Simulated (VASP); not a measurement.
Input of a VASP 6.6.1 run:

INCAR

```
ALGO = Normal ; EDIFF = 1E-6
ENCUT = 520 ; GGA = PE
ISIF = 2 ; ISMEAR = 0
LASPH = True ; LCHARG = True
LELF = True ; LREAL = Auto
LVHAR = True ; LWAVE = False
NBANDS = 27 ; NELM = 100
PREC = Accurate ; SIGMA = 0.02
```

File KPOINTS:

```
k-points
0
Gamma
  4 4 6
```

File POSCAR:

```
BeH2
1.0
    3.2310240199     -7.0168830823      0.0000000000
    3.2310240199      7.0168830823      0.0000000000
    0.0000000000      0.0000000000      4.5896855025
Be H
6 12
Direct
    0.0088062134      0.4001213898      0.7500000000
    0.4001213898      0.0088062134      0.2500000000
    0.5998786102      0.9911937866      0.7500000000
    0.9911937866      0.5998786102      0.2500000000
    0.4414460317      0.5585539683      0.7500000000
    0.5585539683      0.4414460317      0.2500000000
    0.8409858109      0.1590141891      0.7500000000
    0.0000000000      0.5000000000      0.5000000000
    0.0000000000      0.5000000000      0.0000000000
    0.2016655454      0.4161629775      0.7500000000
    0.5000000000      0.0000000000      0.0000000000
    0.5000000000      0.0000000000      0.5000000000
    0.1590141891      0.8409858109      0.2500000000
    0.4161629775      0.2016655454      0.2500000000
    0.5838370225      0.7983344546      0.7500000000
    0.7983344546      0.5838370225      0.2500000000
    0.5000000000      0.5000000000      0.5000000000
    0.5000000000      0.5000000000      0.0000000000
```

Potentials or basis: VASP PAW PBE potentials, release 64 (Be, H).

Command:

```sh
$ cat potpaw_PBE.64/Be/POTCAR potpaw_PBE.64/H/POTCAR > POTCAR
$ mpirun -np 1 vasp_std > vasp.out
```

(1) Predict the largest force.

(2) Estimate the pressure.

Results:

(1) 0.005 eV/Å.

(2) 0.0 GPa.
